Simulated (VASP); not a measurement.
Zn: single point with r2SCAN+D3(BJ)

Zn:

```xyz
1
Lattice="2.5600 0.0000 0.0000 0.0000 2.5600 0.0000 0.0000 0.0000 2.5600" Properties=species:S:1:pos:R:3 pbc="T T T"
Zn    0.0000    0.0000    0.0000
```

This isn't the form of Zn at room conditions, which is hcp.

| Property | Result |
| --- | --- |
| Program | VASP 6.6.1 |
| Task | single point |
| Functional | r2SCAN |
| Dispersion | D3(BJ) |
| Potentials or basis | VASP PAW PBE potentials, release 64 (Zn) |
| Cutoff | 520 eV |
| k mesh | 18 × 18 × 18 |
| Occupations | fermi-dirac, width 0.1 eV |
| Spin | no spin polarisation |
| Dipole correction | no |
| Further INCAR settings | ALGO = Normal; EDIFF = 1e-06; NBANDS = 12 |

```json
{"Pressure": "0.2 GPa", "Band gap on the k mesh": "zero (bands 6 and 7 overlap by 9.01 eV)", "Dispersion energy per atom": "-0.172 eV"}
```

Levels at points of the mesh, in eV from the Fermi level:
```tsv
k point	band 4	band 5	band 6	band 7	band 8	band 9
(0.00, 0.00, 0.00)	-7.15	-7.15	-7.15	13.56	13.56	13.56
(0.50, 0.00, 0.00)	-7.55	-7.12	-3.24	-2.96	18.67	18.67
(0.50, 0.50, 0.00)	-7.48	-6.83	1.38	1.38	3.21	6.69
(0.50, 0.50, 0.50)	-6.81	-6.81	6.05	6.05	6.05	11.42
```

It took 2.5 min on 1 thread of Intel Xeon 8259CL (shared host), peak memory 0.17 GiB.

Caveat: three body term missing; the PAW data sets were made with another functional, which shifts forces and pressure a little.
